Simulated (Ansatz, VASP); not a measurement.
# Two plane-wave programs on Te2Mo

```
CELL_PARAMETERS angstrom
3.45444 0.00000 0.00000
-1.72722 2.99163 0.00000
0.00000 0.00000 7.80221
ATOMIC_POSITIONS crystal
Te 0.33333 0.66667 0.76141
Te 0.33333 0.66667 0.23859
Mo 0.00000 0.00000 0.00000
```

Change from the starting cell: mode 5 frozen in at +0.000 Å, strain +e along z and -e/2 along x and y +0.0233.

Alike in both runs: task single point; functional PBE; dispersion D3(BJ); k mesh 9 × 9 × 4; occupations gaussian, width 0.05 eV; no spin polarisation.

|  | VASP | Ansatz |
| --- | --- | --- |
| version | VASP 6.6.1 | Ansatz 0.2.0 |
| potentials or method | VASP PAW PBE potentials, release 64 (Te, Mo_sv), cutoff 520 eV | scalar-relativistic, plane waves, PAW |
| valence electrons in the cell | 26 | 46 |

```csv
,VASP,Ansatz,Ansatz less VASP
gap on the k mesh at the Fermi level (eV),0.89,0.88,-0.003
least direct gap on the mesh (eV),1.31,1.31,0.000
pressure (GPa),-0.5,-0.5,-0.02
"traceless stress, the component that is largest in VASP (GPa)",-2.41,-2.46,-0.054
rms of the force components (eV/Å),0.144,0.149,+0.0049
```

Atom by atom the forces differ by 0.005 eV/Å (rms over components). VASP's potentials hold 26 valence electrons a cell and Ansatz's 46, so a difference there can come from the potentials and not from the codes.

Spin-orbit coupling is off throughout.
